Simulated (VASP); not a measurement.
A run of VASP 6.6.1 is set up as follows.

The input INCAR:

```
SYSTEM = PbI2Cl2
PREC = Accurate ; ENCUT = 520
EDIFF = 1E-6 ; ISMEAR = 0
SIGMA = 0.1 ; LREAL = .False.
LASPH = .True. ; NELM = 60
ALGO = Normal ; ISIF = 2
LWAVE = .False. ; LCHARG = .False.
GGA = PE ; NBANDS = 29
```

File KPOINTS:

```
Automatic mesh
0
Gamma
  6 6 4
  0 0 0
```

The input POSCAR:

```
PbI2Cl2
1.0
    5.2379605500      0.0000000000      0.0000000000
   -2.6189802700      4.5362069000      0.0000000000
    0.0000000000      0.0000000000      7.1673469100
Pb I Cl
1 2 2
Direct
    0.0000000000      0.0000000000      0.0000000000
    0.3333333300      0.6666666700      0.7663000200
    0.6666666700      0.3333333300      0.2336999800
    0.3333333300      0.6666666700      0.5744000100
    0.6666666700      0.3333333300      0.4255999900
```

Potentials or basis: VASP PAW PBE potentials, release 64 (Pb_d, I, Cl).

The run is started by

```console
$ cat potpaw_PBE.64/Pb_d/POTCAR potpaw_PBE.64/I/POTCAR potpaw_PBE.64/Cl/POTCAR > POTCAR
$ mpirun -np 1 vasp_std > vasp.out
```

**Question.** Estimate the largest force.

**Answer.** 179.331 eV/Å.

**Question.** What does it give for the band gap on the k mesh?

**Answer.** Zero (bands 21 and 22 overlap by 0.90 eV).

**Question.** What does it give for the pressure?

**Answer.** 154.6 GPa.

Stress tensor (GPa, compression positive):
```
  1.51   0.00   0.00
  0.00   1.51   0.00
  0.00   0.00 460.90
```

Caveat: atoms lie so close that the PAW spheres overlap strongly, which falsifies energies and pressures; the stress differs along the axes, from 2 to 461 GPa; spin-orbit coupling is left out, which moves the levels of the heavy elements; forces of over 1 eV/Å act on the atoms, so gaps and moduli don't describe the material at rest.
